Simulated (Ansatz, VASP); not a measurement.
**C: VASP beside Ansatz**

```xyz
12
Lattice="1.7834 -1.7834 0.0000 1.7834 0.0000 -1.7834 7.7110 7.7110 7.7110" Properties=species:S:1:pos:R:3 pbc="T T T"
C     4.3101    0.7433    0.7433
C     0.7433    0.7433    0.7433
C     4.3101    2.5267    2.5267
C     7.8769    4.3101    4.3101
C     7.8769    2.5267    2.5267
C     7.8769    6.0935    6.0935
C     5.2018    1.6350    1.6350
C     5.2018   -0.1484   -0.1484
C     5.2018    3.4184    3.4184
C     8.7686    5.2018    5.2018
C     5.2018    5.2018    5.2018
C     1.6350   -0.1484   -0.1484
```

Alike in both runs: task single point; functional PBE; k mesh 10 × 10 × 2; occupations gaussian, width 0.05 eV; no spin polarisation.

```csv
,VASP,Ansatz
version,VASP 6.6.1,Ansatz 0.2.0
potentials or method,"VASP PAW PBE potentials, release 64 (C), cutoff 520 eV","scalar-relativistic, plane waves, PAW"
valence electrons in the cell,48,48
```

|  | VASP | Ansatz | Ansatz less VASP |
| --- | --- | --- | --- |
| gap on the k mesh at the Fermi level (eV) | 1.28 | 1.28 | -0.002 |
| least direct gap on the mesh (eV) | 1.94 | 1.94 | +0.001 |
| pressure (GPa) | -5.2 | -5.8 | -0.62 |
| traceless stress, the component that is largest in VASP (GPa) | -5.58 | -5.56 | +0.017 |
| rms of the force components (eV/Å) | 0.798 | 0.798 | +0.0002 |

Atom by atom the forces differ by 0.006 eV/Å (rms over components).
